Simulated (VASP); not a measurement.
# C (P-4n2) in VASP: a series of runs

C is run at these levels: PBE; tasks: single point, relaxation of cell and atoms.

Everything below comes from runs of VASP 6.6.1. Logs are shortened: lines on timing, memory, paths and dates and some standing lists are left out, and cuts for length are marked.

## 1. The cell of the first run

Symmetry: P-4n2, No. 118, tetragonal system. Conventional cell: a = 3.461 Å, b = 3.461 Å, c = 3.549 Å, α = 90.00°, β = 90.00°, γ = 90.00°. Within 2.0 Å of C (site symmetry 1) lie 5 C at 1.46 to 1.89 Å.

## 2. Single point, PBE

Input file INCAR:

```
SYSTEM = C
  PREC = Accurate
  ENCUT = 520
  EDIFF = 1E-7
  ISMEAR = 0
  SIGMA = 0.1
  LREAL = .False.
  LASPH = .True.
  NELM = 80
  ALGO = Normal
  ISIF = 2
  LWAVE = .False.
  LCHARG = .False.
  GGA = PE
  NBANDS = 26
```

Input file KPOINTS:

```
regular mesh
0
Gamma
  6 6 6
  0 0 0
```

Input file POSCAR:

```
C
1.0
    3.4605991900      0.0000000000      0.0000000000
    0.0000000000      3.4605991900      0.0000000000
    0.0000000000      0.0000000000      3.5491583900
C
8
Direct
    0.2058192000      0.4510069400      0.9491785700
    0.0489930600      0.2941808000      0.5508214300
    0.9510069400      0.7058192000      0.5508214300
    0.4510069400      0.7941808000      0.0508214300
    0.7941808000      0.5489930600      0.9491785700
    0.7058192000      0.0489930600      0.4491785700
    0.2941808000      0.9510069400      0.4491785700
    0.5489930600      0.2058192000      0.0508214300
```

Potentials or basis: VASP PAW PBE potentials, release 64 (C).

The run is started by

```
$ cat potpaw_PBE.64/C/POTCAR > POTCAR
$ mpirun -np 1 vasp_std > vasp.out
```

OUTCAR:

```text
SYSTEM = C
   PREC = Accurate
   ENCUT = 520
   EDIFF = 1E-7
   ISMEAR = 0
   LREAL = .False.
   LASPH = .True.
   NELM = 80
   ISIF = 2
   GGA = PE

 ion  position               nearest neighbor table
   1  0.206  0.451  0.949-   5 1.46   4 1.50   8 1.50   2 1.61   3 1.89   5 2.06
   2  0.049  0.294  0.551-   3 1.46   6 1.50   7 1.50   1 1.61   5 1.89   3 2.06
   3  0.951  0.706  0.551-   2 1.46   6 1.50   7 1.50   5 1.61   1 1.89   2 2.06
   4  0.451  0.794  0.051-   8 1.46   5 1.50   1 1.50   7 1.61   6 1.89   8 2.06
   5  0.794  0.549  0.949-   1 1.46   4 1.50   8 1.50   3 1.61   2 1.89   1 2.06
   6  0.706  0.049  0.449-   7 1.46   3 1.50   2 1.50   8 1.61   4 1.89   7 2.06
   7  0.294  0.951  0.449-   6 1.46   3 1.50   2 1.50   4 1.61   8 1.89   6 2.06
   8  0.549  0.206  0.051-   4 1.46   1 1.50   5 1.50   6 1.61   7 1.89   4 2.06

  LATTYP: Found a simple tetragonal cell.
 ALAT       =     3.4605991900
 C/A-ratio  =     1.0255907128

  Lattice vectors:

 A1 = (   3.4605991900,   0.0000000000,   0.0000000000)
 A2 = (   0.0000000000,   3.4605991900,   0.0000000000)
 A3 = (   0.0000000000,   0.0000000000,   3.5491583900)

Analysis of symmetry for initial positions (statically):
=====================================================================
 Subroutine PRICEL returns:
 Original cell was already a primitive cell.

 Routine SETGRP: Setting up the symmetry group for a
 simple tetragonal supercell.

 Subroutine GETGRP returns: Found  8 space group operations
 (whereof  4 operations were pure point group operations)
 out of a pool of 16 trial point group operations.

The static configuration has the point symmetry S_4 .
 The point group associated with its full space group is D_2d.

Analysis of symmetry for dynamics (positions and initial velocities):
=====================================================================
 Subroutine PRICEL returns:
 Original cell was already a primitive cell.

 Routine SETGRP: Setting up the symmetry group for a
 simple tetragonal supercell.

 Subroutine GETGRP returns: Found  8 space group operations
 (whereof  4 operations were pure point group operations)
 out of a pool of 16 trial point group operations.

The dynamic configuration has the point symmetry S_4 .
 The point group associated with its full space group is D_2d.

 Subroutine INISYM returns: Found  8 space group operations
 (whereof  4 operations are pure point group operations),
 and found     1 'primitive' translations

----------------------------------------------------------------------------------------

                                     Primitive cell

  volume of cell :      42.5038

  direct lattice vectors                    reciprocal lattice vectors
     3.460599190  0.000000000  0.000000000     0.288967299  0.000000000  0.000000000
     0.000000000  3.460599190  0.000000000     0.000000000  0.288967299  0.000000000
     0.000000000  0.000000000  3.549158390     0.000000000  0.000000000  0.281756938

  length of vectors
     3.460599190  3.460599190  3.549158390     0.288967299  0.288967299  0.281756938

  position of ions in fractional coordinates (direct lattice)
     0.205819200  0.451006940  0.949178570
     0.048993060  0.294180800  0.550821430
     0.951006940  0.705819200  0.550821430
     0.451006940  0.794180800  0.050821430
     0.794180800  0.548993060  0.949178570
     0.705819200  0.048993060  0.449178570
     0.294180800  0.951006940  0.449178570
     0.548993060  0.205819200  0.050821430

  ion indices of the primitive-cell ions
   primitive index   ion index
                 1           1
                 2           2
                 3           3
                 4           4
                 5           5
                 6           6
                 7           7
                 8           8

----------------------------------------------------------------------------------------

 KPOINTS: regular mesh

Automatic generation of k-mesh.
 Grid dimensions read from file:
 generate k-points for:    6    6    6

 Generating k-lattice:

  Cartesian coordinates                     Fractional coordinates (reciprocal lattice)
     0.048161216  0.000000000  0.000000000     0.166666667  0.000000000  0.000000000
     0.000000000  0.048161216  0.000000000     0.000000000  0.166666667  0.000000000
     0.000000000  0.000000000  0.046959490     0.000000000  0.000000000  0.166666667

  Length of vectors
     0.048161216  0.048161216  0.046959490

  Shift w.r.t. Gamma in fractional coordinates (k-lattice)
     0.000000000  0.000000000  0.000000000

 Subroutine IBZKPT returns following result:
 ===========================================

 Found     40 irreducible k-points:

 Following reciprocal coordinates:
            Coordinates               Weight
  0.000000  0.000000  0.000000      1.000000
  0.166667  0.000000  0.000000      4.000000
  0.333333  0.000000  0.000000      4.000000
  0.500000  0.000000  0.000000      2.000000
  0.166667  0.166667  0.000000      4.000000
  0.333333  0.166667  0.000000      8.000000
[... 16 lines left out ...]
  0.333333  0.000000  0.333333      8.000000
  0.500000  0.000000  0.333333      4.000000
 [... further k-points ...]
   k-points           NKPTS =     40   k-points in BZ     NKDIM =     40   number of bands    NBANDS=     26
   number of dos      NEDOS =    301   number of ions     NIONS =      8
   total plane-waves  NPLWV =  21952
   dimension x,y,z NGX =    28 NGY =   28 NGZ =   28
   dimension x,y,z NGXF=    56 NGYF=   56 NGZF=   56
   ions per type =               8
   NGX,Y,Z   is equivalent  to a cutoff of  13.45, 13.45, 13.12 a.u.
   NGXF,Y,Z  is equivalent  to a cutoff of  26.90, 26.90, 26.23 a.u.
 SYSTEM =  C
   PREC   = accura    normal or accurate (medium, high low for compatibility)
   ISTART =      0    job   : 0-new  1-cont  2-samecut
   ICHARG =      2    charge: 1-file 2-atom 10-const
   ISPIN  =      1    spin polarized calculation?
   LNONCOLLINEAR =      F non collinear calculations
   LSORBIT =      F    spin-orbit coupling
   LASPH  =      T    aspherical Exc in radial PAW
   ENCUT  =  520.0 eV  38.22 Ry    6.18 a.u.   6.43  6.43  6.60*2*pi/ulx,y,z
   NELM   =     80;   NELMIN=  2; NELMDL= -5     # of ELM steps
   EDIFF  = 0.1E-06   stopping-criterion for ELM
   LREAL  =      F    real-space projection
   EDIFFG = 0.1E-05   stopping-criterion for IOM
   NSW    =      0    number of steps for IOM
   IBRION =     -1    ionic relax: 0-MD 1-quasi-New 2-CG
   NFREE  =      0    steps in history (QN), initial steepest desc. (CG)
   ISIF   =      2    stress and relaxation
   ISYM   =      2    0-nonsym 1-usesym 2-fastsym
   POTIM  = 0.5000    time-step for ionic-motion
   TEBEG  =    0.0;   TEEND  =   0.0 temperature during run
   PSTRESS=    0.0 pullay stress
   NELECT =      32.0000    total number of electrons
   NUPDOWN=      -1.0000    fix difference up-down
   EMIN   =  10.00;   EMAX   =-10.00  energy-range for DOS
   EFERMI =   0.00;   METHOD = LEGACY
   ISMEAR =     0;   SIGMA  =   0.10  broadening in eV -4-tet -1-fermi 0-gaus
   EFERMI_NEDOS =   21; number of points for ismear=-14 and -15
   IALGO  =     38    algorithm
   IMIX   =      4    mixing-type and parameters
     AMIX     =   0.40;   BMIX     =  1.00
     AMIX_MAG =   1.60;   BMIX_MAG =  1.00
  volume/ion in A,a.u.               =       5.31        35.85
  Fermi-wavevector in a.u.,A,eV,Ry     =   1.489300  2.814369 30.177915  2.218014
  Thomas-Fermi vector in A             =   2.602226
   LORBIT       =      0    0 simple, 1 ext, 2 COOP (PROOUT), +10 PAW based schemes
   GGA     = PE    functional components
   LHFCALC =     F    Hartree Fock is set to
   AEXX    =    0.0000 exact exchange contribution
   IVDW    =     0    specifies the selected vdW correction
   LEPSILON=     F    determine dielectric tensor
   LRPA    =     F    only Hartree local field effects (RPA)
 non-spin polarized calculation
 Gauss-broadening in eV      SIGMA  =   0.10
  energy-cutoff  :      520.00
  volume of cell :       42.50
 maximum number of plane-waves:      1173
 NGX is ok and might be reduce to    28
   NGX = 13   NGY = 13   NGZ = 13

 number of electron      31.9999998 magnetization

 Free energy of the ion-electron system (eV)
  ---------------------------------------------------
  ext. energy  EPLUGINS =         0.00000000
  ---------------------------------------------------
  free energy    TOTEN  =       -55.90034730 eV

  energy without entropy =      -55.90034730  energy(sigma->0) =      -55.90034730

 E-fermi :  11.8081     XC(G=0): -13.5810

 val. band max:       11.2885668905   @ k =   0.3333   0.3333   0.5000
 cond. band min:      12.2433152953   @ k =   0.5000   0.5000   0.5000
 fundamental gap:      0.9547484048
 Fermi energy:        11.8080896321

 k-point     1 :       0.0000    0.0000    0.0000
  band No.  band energies     occupation
      1     -12.4243      2.00000
      2      -6.5195      2.00000
      3      -5.4672      2.00000
      4      -1.9415      2.00000
      5      -1.9415      2.00000
      6      -1.1970      2.00000
[... 18 lines left out ...]
     25      21.1769      0.00000
     26      24.0688      0.00000

 k-point     2 :       0.1667    0.0000    0.0000
  band No.  band energies     occupation
      1     -12.1718      2.00000
      2      -7.1098      2.00000
      3      -5.5287      2.00000
      4      -1.8667      2.00000
      5      -1.8505      2.00000
      6      -1.5422      2.00000
[... 18 lines left out ...]
     25      21.5054      0.00000
[... 608 lines left out ...]
     25      22.1346      0.00000
     26      22.8236      0.00000

 k-point    24 :       0.5000    0.0000    0.3333
  band No.  band energies     occupation
      1      -9.4916      2.00000
      2      -9.4916      2.00000
      3      -5.8300      2.00000
      4      -5.8300      2.00000
      5      -0.9833      2.00000
      6      -0.9833      2.00000
[... 18 lines left out ...]
     25      22.8753      0.00000
     26      22.8753      0.00000

 [... further k-points ...]

------------------------ aborting loop because EDIFF is reached ----------------------------------------

  FORCE on cell =-STRESS in cart. coord.  units (eV):
  Direction    XX          YY          ZZ          XY          YZ          ZX
  --------------------------------------------------------------------------------------
  -------------------------------------------------------------------------------------
  Total       18.6025693     18.6025693     33.7833446      0.0000000      0.0000000      0.0000000
  in kB      701.2219923    701.2219923   1273.4598033      0.0000000      0.0000000      0.0000000
  external PRESSURE =     891.9679293 kB  Pullay stress =       0.0000000 kB

 VOLUME and BASIS-vectors are now :
 -----------------------------------------------------------------------------
  energy-cutoff  :      520.00
  volume of cell :       42.50
      direct lattice vectors                 reciprocal lattice vectors
     3.460599190  0.000000000  0.000000000     0.288967299  0.000000000  0.000000000
     0.000000000  3.460599190  0.000000000     0.000000000  0.288967299  0.000000000
     0.000000000  0.000000000  3.549158390     0.000000000  0.000000000  0.281756938

 POSITION                                       TOTAL-FORCE (eV/Angst)
 -----------------------------------------------------------------------------------
      0.71226      1.56075      3.36879         0.191503     -0.268866      0.252515
      0.16955      1.01804      1.95495         0.268866     -0.191503     -0.252515
      3.29105      2.44256      1.95495        -0.268866      0.191503     -0.252515
      1.56075      2.74834      0.18037        -0.268866     -0.191503     -0.252515
      2.74834      1.89984      3.36879        -0.191503      0.268866      0.252515
      2.44256      0.16955      1.59421         0.191503      0.268866      0.252515
      1.01804      3.29105      1.59421        -0.191503     -0.268866      0.252515
      1.89984      0.71226      0.18037         0.268866      0.191503     -0.252515
 -----------------------------------------------------------------------------------
    total drift:                                0.000000     -0.000000     -0.000000

  FREE ENERGIE OF THE ION-ELECTRON SYSTEM (eV)
  ---------------------------------------------------
  free  energy   TOTEN  =       -55.9003473030 eV

  energy  without entropy=      -55.9003473030  energy(sigma->0) =      -55.90034730
```

Wall time 22 s (1 thread of Intel Xeon Platinum 8488C (Sapphire Rapids), shared host); peak memory 0.16 GiB.

What came out:

```yaml
Free_energy: -55.9003 eV
Pressure: 89.2 GPa
Largest_force: 0.416 eV/Å
Band_gap_on_the_k_mesh: 0.95 eV, indirect (least direct gap 1.49 eV)
```

Forces in eV/Å, atoms in the order of the input:
```
C    0.192 -0.269  0.253
C    0.269 -0.192 -0.253
C   -0.269  0.192 -0.253
C   -0.269 -0.192 -0.253
C   -0.192  0.269  0.253
C    0.192  0.269  0.253
C   -0.192 -0.269  0.253
C    0.269  0.192 -0.253
```

Stress tensor (GPa, compression positive):
```
 70.12   0.00   0.00
  0.00  70.12   0.00
  0.00   0.00 127.35
```

A k mesh can miss the band edges.

## 3. Relaxation of cell and atoms, PBE

Input file INCAR:

```
SYSTEM = C
ALGO     = Normal         ! electronic algorithm
EDIFF    = 1E-7           ! SCF threshold, eV
EDIFFG   = -0.04          ! ionic threshold
ENCUT    = 600            ! plane-wave cutoff, eV
GGA      = PE             ! functional
IBRION   = 2              ! ionic algorithm
ISIF     = 3              ! what is computed and relaxed
ISMEAR   = 0              ! smearing method
LASPH    = .True.         ! aspherical terms in the spheres
LCHARG   = .False.        ! write CHGCAR
LREAL    = .False.        ! projectors in reciprocal space
LWAVE    = .False.        ! write WAVECAR
NELM     = 100            ! most SCF steps
NSW      = 90             ! ionic steps
PREC     = Accurate       ! precision mode
SIGMA    = 0.1            ! smearing width, eV
```

Input file KPOINTS:

```
k-points
0
Gamma
  6 6 6
  0 0 0
```

POSCAR is that of step 2.

Potentials or basis: VASP PAW PBE potentials, release 64 (C).

The run is started by

```
$ cat potpaw_PBE.64/C/POTCAR > POTCAR
$ mpirun -np 1 vasp_std > vasp.out
```

It took 6.8 min on 1 thread of Intel Xeon Platinum 8488C (Sapphire Rapids), shared host; peak memory 0.16 GiB.

Results (log left out):

- Free energy: -67.9594 eV
- Relaxed volume: 8.10 Å³/atom
- Relaxed cell: a = 3.443 Å, b = 3.443 Å, c = 5.464 Å, α = 90.00°, β = 90.00°, γ = 90.00°
- Space group after relaxing (to 0.05 Å): I4/mmm (No. 139)
- Energy gained by relaxing: 1504.8 meV/atom
- Ionic steps: 28
- Pressure after relaxing: 0.0 GPa
- Largest force after relaxing: 0.011 eV/Å
- Band gap on the k mesh: zero (band 16 reaches 8.03 eV, above the bottom of band 17 at 2.97 eV)

Forces in eV/Å, atoms in the order of the input:
```
C    0.005  0.006 -0.009
C   -0.006 -0.005  0.009
C    0.006  0.005  0.009
C    0.006 -0.005  0.009
C   -0.005 -0.006 -0.009
C    0.005 -0.006 -0.009
C   -0.005  0.006 -0.009
C   -0.006  0.005  0.009
```

The path:
```tsv
step	energy change (eV)	largest force (eV/Å)	pressure (GPa)	volume (Å³)
1	0.0000	0.4153	88.50	42.50
2	-1.1967	1.6295	-41.77	63.10
3	-2.5965	0.9682	-6.11	52.85
4	-3.6713	1.8038	1.45	53.61
5	-4.0388	8.5620	52.33	54.18
6	-4.6073	4.4424	17.50	54.14
7	-4.7667	6.2041	32.74	54.25
8	-4.8781	6.2482	33.47	54.43
9	-5.1655	6.3291	36.00	54.95
10	-5.5104	6.3444	41.72	55.90
11	-5.9303	5.7541	38.86	56.28
12	-6.9629	4.5728	31.72	57.43
13	-8.0325	5.1920	22.90	59.76
14	-8.1075	6.0018	21.48	60.54
15	-8.9910	5.3236	13.80	61.91
16	-10.7896	3.2388	-7.36	66.12
17	-10.0999	2.1592	-38.80	75.10
18	-11.2369	1.8540	-21.15	69.39
19	-11.5702	1.4086	-16.57	68.47
20	-11.9536	1.2166	-3.20	66.16
21	-11.9547	1.2795	-2.33	66.03
22	-12.0185	0.2112	-0.10	65.61
23	-12.0187	0.2211	0.03	65.58
24	-12.0261	0.1283	-0.46	65.55
25	-12.0326	0.0776	-1.51	65.48
26	-12.0351	0.0678	-0.92	65.27
27	-12.0377	0.0433	0.58	64.76
28	-12.0382	0.0113	0.00	64.78
```

Final structure:
```xyz
8
Lattice="3.4435 0.0000 0.0000 0.0000 3.4435 0.0000 0.0000 0.0000 5.4636" Properties=species:S:1:pos:R:3 pbc="T T T"
C     0.6913    1.7216    0.0004
C     0.0001    1.0305    2.7314
C     3.4433    2.4130    2.7314
C     1.7216    2.7522    5.4632
C     2.7522    1.7219    0.0004
C     2.4130    0.0001    2.7322
C     1.0305    3.4433    2.7322
C     1.7219    0.6913    5.4632
```

Levels at points of the mesh, in eV from the Fermi level:
```
           k point  band 14  band 15  band 16  band 17  band 18  band 19
(0.00, 0.00, 0.00)    -2.82    -0.06     2.42     2.42     3.75     4.99
(0.50, 0.00, 0.00)    -5.15    -1.52    -1.52     3.84     3.84     5.31
(0.50, 0.50, 0.00)    -3.55    -3.36    -3.36    -0.14    -0.14     7.80
(0.00, 0.00, 0.50)    -3.02     1.64     1.64     3.61     3.61     3.61
(0.50, 0.00, 0.50)    -5.08    -2.84    -2.84     3.95     3.95     4.75
(0.50, 0.50, 0.50)    -3.00    -2.46    -2.46    -2.46    -2.46     7.09
```

Caveat: the volume moved by over 15 % at a fixed basis, so the end points are rough.
